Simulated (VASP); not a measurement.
A run of VASP 6.6.1:

File INCAR:

```
SYSTEM = C
PREC = Accurate
ENCUT = 600
EDIFF = 1E-6
ISMEAR = -1
SIGMA = 0.05
LREAL = .False.
LASPH = .True.
NELM = 100
ALGO = Normal
ISIF = 3
LWAVE = .False.
LCHARG = .False.
GGA = PE
IBRION = 2
NSW = 60
EDIFFG = -0.005
PSTRESS = 3800.0
```

File KPOINTS:

```
Automatic mesh
0
Gamma
  29 29 29
  0 0 0
```

The input POSCAR:

```
C
1.0
   -0.9647074383      0.9647074383      0.9647074383
    0.9647074383     -0.9647074383      0.9647074383
    0.9647074383      0.9647074383     -0.9647074383
C
1
Direct
    0.0000000000      0.0000000000      0.0000000000
```

Potentials or basis: VASP PAW PBE potentials, release 64 (C).

Command:

```bash
$ cat potpaw_PBE.64/C/POTCAR > POTCAR
$ mpirun -np 1 vasp_std > vasp.out
```

Hardware: 1 thread of Intel(R) Xeon(R) 6975P-C (Granite Rapids), on a shared host.

Problem. How long does it take, and how much memory?

Solution. Wall time 7.1 s on 1 thread of Intel(R) Xeon(R) 6975P-C (Granite Rapids), on a shared host, peak memory 0.12 GiB. Counts: scf iterations 23, k points 680, ion steps 4.
